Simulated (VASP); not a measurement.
# Y4Sn3N4 (P-43m) in VASP: notebook

The runs below take Y4Sn3N4 through single point, relaxation of cell and atoms, with PBE.

Everything below comes from runs of VASP 6.6.1. Logs are shortened: lines on timing, memory, paths and dates and some standing lists are left out, and cuts for length are marked.

## Step 1: The cell of the first run

Symmetry: P-43m, No. 215, cubic system. Conventional cell: a = 4.702 Å, b = 4.702 Å, c = 4.702 Å, α = 90.00°, β = 90.00°, γ = 90.00°. Within 2.9 Å of Y (site symmetry 3m) lie 3 Sn at 2.17 Å and 6 N at 2.20 to 2.55 Å and 3 Y at 2.77 Å. Within 2.7 Å of Sn (site symmetry -42m) lie 4 N at 2.02 Å and 4 Y at 2.17 Å. N (site symmetry 3m) has 3 Sn at 2.02 Å and 6 Y at 2.20 to 2.55 Å within 2.7 Å.

The cell was built from a structure type or drawn by symmetry, and may not be a known phase.

## Step 2: Single point, PBE

Input file INCAR:

```
PREC = Accurate
ENCUT = 520
EDIFF = 1E-6
ISMEAR = 0
SIGMA = 0.1
LREAL = False
LASPH = True
NELM = 60
ALGO = Normal
ISIF = 2
LWAVE = False
LCHARG = False
GGA = PE
NBANDS = 64
```

Input file KPOINTS:

```
regular mesh
0
Gamma
  4 4 4
```

Input file POSCAR:

```
Y4Sn3N4
1.0
    4.7015631900      0.0000000000      0.0000000000
    0.0000000000      4.7015631900      0.0000000000
    0.0000000000      0.0000000000      4.7015631900
Y Sn N
4 3 4
Direct
    0.2917000000      0.2917000000      0.2917000000
    0.2917000000      0.7083000000      0.7083000000
    0.7083000000      0.2917000000      0.7083000000
    0.7083000000      0.7083000000      0.2917000000
    0.0000000000      0.0000000000      0.5000000000
    0.5000000000      0.0000000000      0.0000000000
    0.0000000000      0.5000000000      0.0000000000
    0.2456870000      0.2456870000      0.7543130000
    0.7543130000      0.7543130000      0.7543130000
    0.2456870000      0.7543130000      0.2456870000
    0.7543130000      0.2456870000      0.2456870000
```

Potentials or basis: VASP PAW PBE potentials, release 64 (Y_sv, Sn_d, N).

The run is started by

```bash
$ cat potpaw_PBE.64/Y_sv/POTCAR potpaw_PBE.64/Sn_d/POTCAR potpaw_PBE.64/N/POTCAR > POTCAR
$ mpirun -np 1 vasp_std > vasp.out
```

OUTCAR:

```text
PREC = Accurate
   ENCUT = 520
   EDIFF = 1E-6
   ISMEAR = 0
   LREAL = False
   LASPH = True
   NELM = 60
   ISIF = 2
   GGA = PE

 ion  position               nearest neighbor table
   1  0.292  0.292  0.292-   5 2.17   6 2.17   7 2.17   8 2.20  10 2.20  11 2.20   8 2.55  10 2.55
                            11 2.55   2 2.77   3 2.77   4 2.77   2 3.37   4 3.37   3 3.37   3 3.37
   2  0.292  0.708  0.708-   5 2.17   6 2.17   7 2.17   8 2.20   9 2.20  10 2.20   8 2.55  10 2.55
                             9 2.55   3 2.77   4 2.77   1 2.77   4 3.37   3 3.37   1 3.37   3 3.37
   3  0.708  0.292  0.708-   5 2.17   6 2.17   7 2.17   8 2.20   9 2.20  11 2.20   8 2.55  11 2.55
                             9 2.55   2 2.77   4 2.77   1 2.77   4 3.37   2 3.37   1 3.37   2 3.37
   4  0.708  0.708  0.292-   5 2.17   6 2.17   7 2.17   9 2.20  10 2.20  11 2.20  10 2.55  11 2.55
                             9 2.55   2 2.77   3 2.77   1 2.77   3 3.37   2 3.37   1 3.37   2 3.37
   5  0.000  0.000  0.500-   8 2.02   9 2.02  10 2.02  11 2.02   1 2.17   2 2.17   3 2.17   4 2.17
                             6 3.32   7 3.32   6 3.32   7 3.32   7 3.32   7 3.32   6 3.32   6 3.32
   6  0.500  0.000  0.000-   8 2.02   9 2.02  10 2.02  11 2.02   1 2.17   2 2.17   3 2.17   4 2.17
                             5 3.32   7 3.32   5 3.32   7 3.32   5 3.32   7 3.32   5 3.32   7 3.32
   7  0.000  0.500  0.000-   8 2.02   9 2.02  10 2.02  11 2.02   1 2.17   2 2.17   3 2.17   4 2.17
                             5 3.32   6 3.32   5 3.32   5 3.32   6 3.32   5 3.32   6 3.32   6 3.32
   8  0.246  0.246  0.754-   5 2.02   6 2.02   7 2.02   1 2.20   2 2.20   3 2.20   1 2.55   2 2.55
                             3 2.55
   9  0.754  0.754  0.754-   5 2.02   6 2.02   7 2.02   2 2.20   3 2.20   4 2.20   2 2.55   3 2.55
                             4 2.55
  10  0.246  0.754  0.246-   5 2.02   6 2.02   7 2.02   1 2.20   2 2.20   4 2.20   1 2.55   2 2.55
                             4 2.55
  11  0.754  0.246  0.246-   5 2.02   6 2.02   7 2.02   1 2.20   3 2.20   4 2.20   1 2.55   3 2.55
                             4 2.55

  LATTYP: Found a simple cubic cell.
 ALAT       =     4.7015631900

  Lattice vectors:

 A1 = (   4.7015631900,   0.0000000000,   0.0000000000)
 A2 = (   0.0000000000,   4.7015631900,   0.0000000000)
 A3 = (   0.0000000000,   0.0000000000,   4.7015631900)

Analysis of symmetry for initial positions (statically):
=====================================================================
 Subroutine PRICEL returns:
 Original cell was already a primitive cell.

 Routine SETGRP: Setting up the symmetry group for a
 simple cubic supercell.

 Subroutine GETGRP returns: Found 24 space group operations
 (whereof 24 operations were pure point group operations)
 out of a pool of 48 trial point group operations.

The static configuration has the point symmetry T_d .

Analysis of symmetry for dynamics (positions and initial velocities):
=====================================================================
 Subroutine PRICEL returns:
 Original cell was already a primitive cell.

 Routine SETGRP: Setting up the symmetry group for a
 simple cubic supercell.

 Subroutine GETGRP returns: Found 24 space group operations
 (whereof 24 operations were pure point group operations)
 out of a pool of 48 trial point group operations.

The dynamic configuration has the point symmetry T_d .

 Subroutine INISYM returns: Found 24 space group operations
 (whereof 24 operations are pure point group operations),
 and found     1 'primitive' translations

----------------------------------------------------------------------------------------

                                     Primitive cell

  volume of cell :     103.9266

  direct lattice vectors                    reciprocal lattice vectors
     4.701563190  0.000000000  0.000000000     0.212695216  0.000000000  0.000000000
     0.000000000  4.701563190  0.000000000     0.000000000  0.212695216  0.000000000
     0.000000000  0.000000000  4.701563190     0.000000000  0.000000000  0.212695216

  length of vectors
     4.701563190  4.701563190  4.701563190     0.212695216  0.212695216  0.212695216

  position of ions in fractional coordinates (direct lattice)
     0.291700000  0.291700000  0.291700000
     0.291700000  0.708300000  0.708300000
     0.708300000  0.291700000  0.708300000
     0.708300000  0.708300000  0.291700000
     0.000000000  0.000000000  0.500000000
     0.500000000  0.000000000  0.000000000
     0.000000000  0.500000000  0.000000000
     0.245687000  0.245687000  0.754313000
     0.754313000  0.754313000  0.754313000
     0.245687000  0.754313000  0.245687000
     0.754313000  0.245687000  0.245687000

  ion indices of the primitive-cell ions
   primitive index   ion index
                 1           1
                 2           2
                 3           3
                 4           4
                 5           5
                 6           6
                 7           7
                 8           8
                 9           9
                10          10
                11          11

----------------------------------------------------------------------------------------

 KPOINTS: regular mesh

Automatic generation of k-mesh.
 Grid dimensions read from file:
 generate k-points for:    4    4    4

 Generating k-lattice:

  Cartesian coordinates                     Fractional coordinates (reciprocal lattice)
     0.053173804  0.000000000  0.000000000     0.250000000  0.000000000  0.000000000
     0.000000000  0.053173804  0.000000000     0.000000000  0.250000000  0.000000000
     0.000000000  0.000000000  0.053173804     0.000000000  0.000000000  0.250000000

  Length of vectors
     0.053173804  0.053173804  0.053173804

  Shift w.r.t. Gamma in fractional coordinates (k-lattice)
     0.000000000  0.000000000  0.000000000

 Subroutine IBZKPT returns following result:
 ===========================================

 Found     10 irreducible k-points:

 Following reciprocal coordinates:
            Coordinates               Weight
  0.000000  0.000000  0.000000      1.000000
  0.250000  0.000000  0.000000      6.000000
  0.500000  0.000000  0.000000      3.000000
  0.250000  0.250000  0.000000     12.000000
  0.500000  0.250000  0.000000     12.000000
  0.500000  0.500000  0.000000      3.000000
  0.250000  0.250000  0.250000      8.000000
  0.500000  0.250000  0.250000     12.000000
  0.500000  0.500000  0.250000      6.000000
  0.500000  0.500000  0.500000      1.000000
   k-points           NKPTS =     10   k-points in BZ     NKDIM =     10   number of bands    NBANDS=     64
   number of dos      NEDOS =    301   number of ions     NIONS =     11
   total plane-waves  NPLWV =  46656
   dimension x,y,z NGX =    36 NGY =   36 NGZ =   36
   dimension x,y,z NGXF=    72 NGYF=   72 NGZF=   72
   ions per type =               4   3   4
   NGX,Y,Z   is equivalent  to a cutoff of  12.73, 12.73, 12.73 a.u.
   NGXF,Y,Z  is equivalent  to a cutoff of  25.46, 25.46, 25.46 a.u.
 SYSTEM =  unknown system
   PREC   = accura    normal or accurate (medium, high low for compatibility)
   ISTART =      0    job   : 0-new  1-cont  2-samecut
   ICHARG =      2    charge: 1-file 2-atom 10-const
   ISPIN  =      1    spin polarized calculation?
   LNONCOLLINEAR =      F non collinear calculations
   LSORBIT =      F    spin-orbit coupling
   LASPH  =      T    aspherical Exc in radial PAW
   ENCUT  =  520.0 eV  38.22 Ry    6.18 a.u.   8.74  8.74  8.74*2*pi/ulx,y,z
   NELM   =     60;   NELMIN=  2; NELMDL= -5     # of ELM steps
   EDIFF  = 0.1E-05   stopping-criterion for ELM
   LREAL  =      F    real-space projection
[... 7 lines left out ...]
   TEBEG  =    0.0;   TEEND  =   0.0 temperature during run
   PSTRESS=    0.0 pullay stress
   NELECT =     106.0000    total number of electrons
   NUPDOWN=      -1.0000    fix difference up-down
   EMIN   =  10.00;   EMAX   =-10.00  energy-range for DOS
   EFERMI =   0.00;   METHOD = LEGACY
   ISMEAR =     0;   SIGMA  =   0.10  broadening in eV -4-tet -1-fermi 0-gaus
   EFERMI_NEDOS =   21; number of points for ismear=-14 and -15
   IALGO  =     38    algorithm
   IMIX   =      4    mixing-type and parameters
     AMIX     =   0.40;   BMIX     =  1.00
     AMIX_MAG =   1.60;   BMIX_MAG =  1.00
  volume/ion in A,a.u.               =       9.45        63.76
  Fermi-wavevector in a.u.,A,eV,Ry     =   1.647914  3.114106 36.948255  2.715620
  Thomas-Fermi vector in A             =   2.737292
   LORBIT       =      0    0 simple, 1 ext, 2 COOP (PROOUT), +10 PAW based schemes
   GGA     = PE    functional components
   LHFCALC =     F    Hartree Fock is set to
   AEXX    =    0.0000 exact exchange contribution
   IVDW    =     0    specifies the selected vdW correction
   LEPSILON=     F    determine dielectric tensor
   LRPA    =     F    only Hartree local field effects (RPA)
 non-spin polarized calculation
 Gauss-broadening in eV      SIGMA  =   0.10
  energy-cutoff  :      520.00
  volume of cell :      103.93
 maximum number of plane-waves:      2826
 NGX is ok and might be reduce to    36
   NGX = 17   NGY = 17   NGZ = 17

 number of electron     105.9999957 magnetization

 Free energy of the ion-electron system (eV)
  ---------------------------------------------------
  ext. energy  EPLUGINS =         0.00000000
  ---------------------------------------------------
  free energy    TOTEN  =        -9.95325040 eV

  energy without entropy =       -9.94209228  energy(sigma->0) =       -9.94767134

 E-fermi :  15.9675     XC(G=0): -14.3592

 val. band max:       15.7581546929   @ k =   0.5000   0.5000   0.0000
 cond. band min:      15.9853665800   @ k =   0.2500   0.2500   0.0000
 fundamental gap:      0.2272118870
 Fermi energy:        15.9674535434

 k-point     1 :       0.0000    0.0000    0.0000
  band No.  band energies     occupation
      1     -27.8429      2.00000
      2     -27.2726      2.00000
      3     -27.2726      2.00000
      4     -27.2726      2.00000
      5     -11.1143      2.00000
      6     -11.1143      2.00000
[... 56 lines left out ...]
     63      20.1219      0.00000
     64      20.1220      0.00000

 k-point     2 :       0.2500    0.0000    0.0000
  band No.  band energies     occupation
      1     -27.7903      2.00000
      2     -27.3263      2.00000
      3     -27.2726      2.00000
      4     -27.2726      2.00000
      5     -11.4253      2.00000
      6     -11.0472      2.00000
[... 56 lines left out ...]
     63      19.2779      0.00000
     64      19.2779      0.00000

 k-point     3 :       0.5000    0.0000    0.0000
  band No.  band energies     occupation
      1     -27.7213      2.00000
      2     -27.3967      2.00000
      3     -27.2726      2.00000
      4     -27.2726      2.00000
      5     -11.5904      2.00000
      6     -11.2235      2.00000
[... 458 lines left out ...]
     63      19.8787      0.00000
     64      20.4539      0.00000

 k-point    10 :       0.5000    0.5000    0.5000
  band No.  band energies     occupation
      1     -27.6273      2.00000
      2     -27.3403      2.00000
      3     -27.3403      2.00000
      4     -27.3403      2.00000
      5     -11.1498      2.00000
      6     -11.1498      2.00000
[... 56 lines left out ...]
     63      19.3085      0.00000
     64      21.5210      0.00000

------------------------ aborting loop because EDIFF is reached ----------------------------------------

  FORCE on cell =-STRESS in cart. coord.  units (eV):
  Direction    XX          YY          ZZ          XY          YZ          ZX
  --------------------------------------------------------------------------------------
  -------------------------------------------------------------------------------------
  Total      175.2533447    175.2533447    175.2533447      0.0000000      0.0000000     -0.0000000
  in kB     2701.7805146   2701.7805146   2701.7805146      0.0000000      0.0000000     -0.0000000
  external PRESSURE =    2701.7805146 kB  Pullay stress =       0.0000000 kB

 VOLUME and BASIS-vectors are now :
 -----------------------------------------------------------------------------
  energy-cutoff  :      520.00
  volume of cell :      103.93
      direct lattice vectors                 reciprocal lattice vectors
     4.701563190  0.000000000  0.000000000     0.212695216  0.000000000  0.000000000
     0.000000000  4.701563190  0.000000000     0.000000000  0.212695216  0.000000000
     0.000000000  0.000000000  4.701563190     0.000000000  0.000000000  0.212695216

 POSITION                                       TOTAL-FORCE (eV/Angst)
 -----------------------------------------------------------------------------------
      1.37145      1.37145      1.37145         7.614065      7.614065      7.614065
      1.37145      3.33012      3.33012         7.614065     -7.614065     -7.614065
      3.33012      1.37145      3.33012        -7.614065      7.614065     -7.614065
      3.33012      3.33012      1.37145        -7.614065     -7.614065      7.614065
      0.00000      0.00000      2.35078        -0.000000     -0.000000      0.000000
      2.35078      0.00000      0.00000        -0.000000     -0.000000      0.000000
      0.00000      2.35078      0.00000        -0.000000     -0.000000      0.000000
      1.15511      1.15511      3.54645        -0.167982     -0.167982      0.167982
      3.54645      3.54645      3.54645         0.167982      0.167982      0.167982
      1.15511      3.54645      1.15511        -0.167982      0.167982     -0.167982
      3.54645      1.15511      1.15511         0.167982     -0.167982     -0.167982
 -----------------------------------------------------------------------------------
    total drift:                                0.000000      0.000000      0.000000

  FREE ENERGIE OF THE ION-ELECTRON SYSTEM (eV)
  ---------------------------------------------------
  free  energy   TOTEN  =        -9.9532503969 eV

  energy  without entropy=       -9.9420922783  energy(sigma->0) =       -9.94767134
```

Run time: 47 s. Hardware: 1 thread of Intel Xeon 6975P-C (Granite Rapids), shared host; peak memory 0.24 GiB.

What came out:

- Free energy: -9.9533 eV
- Pressure: 270.2 GPa
- Largest force: 13.188 eV/Å
- Band gap on the k mesh: zero (bands 53 and 54 overlap by 1.85 eV)

Forces on the atoms (eV/Å):
```
Y    7.614  7.614  7.614
Y    7.614 -7.614 -7.614
Y   -7.614  7.614 -7.614
Y   -7.614 -7.614  7.614
Sn   0.000  0.000  0.000
Sn   0.000  0.000  0.000
Sn   0.000  0.000  0.000
N   -0.168 -0.168  0.168
N    0.168  0.168  0.168
N   -0.168  0.168 -0.168
N    0.168 -0.168 -0.168
```

Caveat: the cell stands under pressure; spin-orbit coupling is left out, which moves the levels of the heavy elements; forces of over 1 eV/Å act on the atoms, so gaps and moduli don't describe the material at rest.

## Step 3: Single point, PBE

This run uses another cell than the first one, of 25.84 Å³/atom.

Input file INCAR:

```
PREC = Accurate ; ENCUT = 520
EDIFF = 1E-6 ; ISMEAR = 0
SIGMA = 0.1 ; LREAL = F
LASPH = T ; NELM = 100
ALGO = Normal ; ISIF = 2
LWAVE = F ; LCHARG = F
GGA = PE ; NBANDS = 64
```

Input file KPOINTS:

```
Automatic mesh
0
Gamma
  4 4 4
```

Input file POSCAR:

```
Y4Sn3N4
1.0
    6.5749080610      0.0000000000      0.0000000000
    0.0000000000      6.5749080610      0.0000000000
    0.0000000000      0.0000000000      6.5749080610
Y Sn N
4 3 4
Direct
    0.3259943104      0.3259943104      0.3259943104
    0.3259943104      0.6740056896      0.6740056896
    0.6740056896      0.3259943104      0.6740056896
    0.6740056896      0.6740056896      0.3259943104
    0.0000000000      0.0000000000      0.5000000000
    0.5000000000      0.0000000000      0.0000000000
    0.0000000000      0.5000000000      0.0000000000
    0.3374959588      0.3374959588      0.6625040412
    0.6625040412      0.6625040412      0.6625040412
    0.3374959588      0.6625040412      0.3374959588
    0.6625040412      0.3374959588      0.3374959588
```

Potentials or basis: VASP PAW PBE potentials, release 64 (Y_sv, Sn_d, N).

The run is started by

```bash
$ cat potpaw_PBE.64/Y_sv/POTCAR potpaw_PBE.64/Sn_d/POTCAR potpaw_PBE.64/N/POTCAR > POTCAR
$ mpirun -np 1 vasp_std > vasp.out
```

Run time: 2.7 min. Hardware: 1 thread of Intel Xeon 6975P-C (Granite Rapids), shared host; peak memory 0.44 GiB.

Results (log left out):

```
Free energy            : -71.2594 eV
Pressure               : 0.1 GPa
Largest force          : 0.014 eV/Å
Band gap on the k mesh : zero (bands 53 and 54 overlap by 0.95 eV)
```

Forces in eV/Å, atoms in the order of the input:
```
Y   -0.005 -0.005 -0.005
Y   -0.005  0.005  0.005
Y    0.005 -0.005  0.005
Y    0.005  0.005 -0.005
Sn   0.000  0.000  0.000
Sn   0.000  0.000  0.000
Sn   0.000  0.000  0.000
N    0.008  0.008 -0.008
N   -0.008 -0.008 -0.008
N    0.008 -0.008  0.008
N   -0.008  0.008  0.008
```

Levels at points of the mesh, in eV from the Fermi level:
```tsv
k point	band 51	band 52	band 53	band 54	band 55	band 56
(0.00, 0.00, 0.00)	-0.54	-0.54	-0.54	-0.06	-0.06	-0.06
(0.50, 0.00, 0.00)	-0.71	-0.70	-0.34	-0.24	-0.24	0.34
(0.50, 0.50, 0.00)	-1.16	-0.62	-0.01	0.41	0.50	0.50
(0.50, 0.50, 0.50)	-0.87	0.59	0.59	0.59	0.60	0.60
```

Caveat: spin-orbit coupling is left out, which moves the levels of the heavy elements.

(Continued in part 2 of 2.)
